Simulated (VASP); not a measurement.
A run of VASP 6.6.1:

The input INCAR:

```
ALGO = Normal ; EDIFF = 1E-8
ENCUT = 520 ; ISIF = 2
ISMEAR = -1 ; LASPH = T
LCHARG = F ; LEFG = T
LREAL = F ; LWAVE = F
NBANDS = 12 ; NELM = 80
PREC = Accurate ; SIGMA = 0.08
```

Contents of KPOINTS:

```
k-points
0
Gamma
  14 14 14
```

The input POSCAR:

```
Au
1.0
    0.0000000000      2.0455000000      2.0455000000
    2.0455000000      0.0000000000      2.0455000000
    2.0455000000      2.0455000000      0.0000000000
Au
1
Direct
    0.0000000000      0.0000000000      0.0000000000
```

Potentials or basis: VASP PAW LDA potentials, release 64 (Au).

Command:

```sh
$ cat potpaw_LDA.64/Au/POTCAR > POTCAR
$ mpirun -np 1 vasp_std > vasp.out
```

Hardware: 1 thread of Intel Xeon 8259CL, with other jobs on the host.

Task: How long does it take, and how much memory?

Result: Run time: 18 s on 1 thread of Intel Xeon 8259CL, with other jobs on the host, peak memory 0.14 GiB. Counts: scf iterations 11, k points 104.
